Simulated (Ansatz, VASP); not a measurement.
One calculation of TaN, two programs

The input INCAR:

```
  PREC = Accurate
  ENCUT = 520
  EDIFF = 1E-6
  ISMEAR = 0
  SIGMA = 0.15
  LREAL = False
  LASPH = True
  NELM = 100
  ALGO = Normal
  ISIF = 2
  LWAVE = False
  LCHARG = False
  NBANDS = 15
```

The input KPOINTS:

```
Automatic mesh
0
Gamma
  18 18 18
```

Contents of POSCAR:

```
TaN
1.0
    0.0000000000      2.2281815418      2.2281815418
    2.2281815418      0.0000000000      2.2281815418
    2.2281815418      2.2281815418      0.0000000000
Ta N
1 1
Direct
    0.4967417379      0.5032582621      0.5032582621
    0.0420914985     -0.0420914985     -0.0420914985
```

Input for Ansatz:

```yaml
crystal:
  lattice:
    - [0.0, 2.2281815418, 2.2281815418]
    - [2.2281815418, 0.0, 2.2281815418]
    - [2.2281815418, 2.2281815418, 0.0]
  atoms:
    - { symbol: Ta, position: [0.4967417379, 0.5032582621, 0.5032582621] }
    - { symbol: "N", position: [0.0420914985, -0.0420914985, -0.0420914985] }
basis:
  ecutwfc: 520.0
kpoints:
  mp_grid: { grid: [18, 18, 18] }
hamiltonian:
  xc: lda
  pseudopotentials: { kind: paw, azcp: { folder: soft_1 } }
scf:
  occupations: { method: gaussian, width: 0.15 }
output:
  forces: true
  stress: true
  eigenvalues: true
  write_density: true
  write_potential: true
  elf: true
  volumetric_format: npy
```

Change from the starting cell: mode 4 frozen in at -0.183 Å, equal normal strain along x, y and z +0.0250.

Alike in both runs: task single point; functional LDA; k mesh 18 × 18 × 18; occupations gaussian, width 0.15 eV; no spin polarisation.

|  | VASP | Ansatz |
| --- | --- | --- |
| version | VASP 6.6.1 | Ansatz 0.2.0 |
| potentials or method | VASP PAW LDA potentials, release 64 (Ta_pv, N), cutoff 520 eV | scalar-relativistic, plane waves, PAW |
| valence electrons in the cell | 16 | 18 |

|  | VASP | Ansatz | Ansatz less VASP |
| --- | --- | --- | --- |
| gap on the k mesh at the Fermi level (eV) | none | none | - |
| pressure (GPa) | -15.8 | -17.6 | -1.77 |
| traceless stress, the component that is largest in VASP (GPa) | 11.25 | 11.03 | -0.218 |
| rms of the force components (eV/Å) | 0.897 | 0.877 | -0.0202 |

Ansatz warns that its potentials were made for another functional, while VASP's fit it. LDA's correlation is that of Perdew and Zunger in VASP and of Perdew and Wang (1992) in Ansatz. Atom by atom the forces differ by 0.020 eV/Å (rms over components). A gap of «none» marks a metal or a gap that the smearing closes. VASP's potentials hold 16 valence electrons a cell and Ansatz's 18, so a difference there can come from the potentials and not from the codes.

Neither program's run includes spin-orbit coupling.
